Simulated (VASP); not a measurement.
Input of a VASP 6.6.1 run:

INCAR

```
PREC = Accurate
ENCUT = 520
EDIFF = 1E-6
ISMEAR = 0
SIGMA = 0.1
LREAL = Auto
LASPH = T
NELM = 60
ALGO = Normal
ISIF = 2
LWAVE = F
LCHARG = F
GGA = PE
NBANDS = 74
```

File KPOINTS:

```
regular mesh
0
Gamma
  3 3 3
```

POSCAR

```
Ta8N7
1.0
    5.8033358200     -0.0000013100      0.0000000000
   -2.9016690400      5.0258355900      0.0000000000
    0.0000000000      0.0000000000      5.6946983200
N Ta
7 8
Direct
   -0.0021677233     -0.0006199970     -0.0000563682
   -0.0015970278     -0.0012220858      0.4999532618
   -0.0021810351      0.4978909382     -0.0000630411
   -0.0015804420      0.4990817851      0.4999327164
    0.4992969168     -0.0006280241     -0.0000526806
    0.4980945862     -0.0012313072      0.4999573006
    0.4983134115      0.4988980654      0.4999328920
    0.1658313068      0.3326205538      0.2506810580
    0.1658150873      0.3325970751      0.7491720826
    0.1649748095      0.8321969832      0.2487446956
    0.1649751932      0.8321949935      0.7511532235
    0.6645506613      0.3326284437      0.2506987938
    0.6645480565      0.3326101383      0.7491683949
    0.6645881128      0.8313994351      0.2507151248
    0.6645557585      0.8313305909      0.7492166855
```

Potentials or basis: VASP PAW PBE potentials, release 64 (N, Ta_pv).

Command:

```bash
$ cat potpaw_PBE.64/N/POTCAR potpaw_PBE.64/Ta_pv/POTCAR > POTCAR
$ mpirun -np 1 vasp_std > vasp.out
```

(1) What does it give for the band gap on the k mesh?

(2) Predict the pressure.

## Answers

(1) zero (an odd number of electrons rules out a gap without spin polarisation).

(2) 17.9 GPa.

Caveat: the k points lie up to 0.42 Å⁻¹ apart, too coarse for converged energies and pressures of a metal; spin-orbit coupling is left out, which moves the levels of the heavy elements.
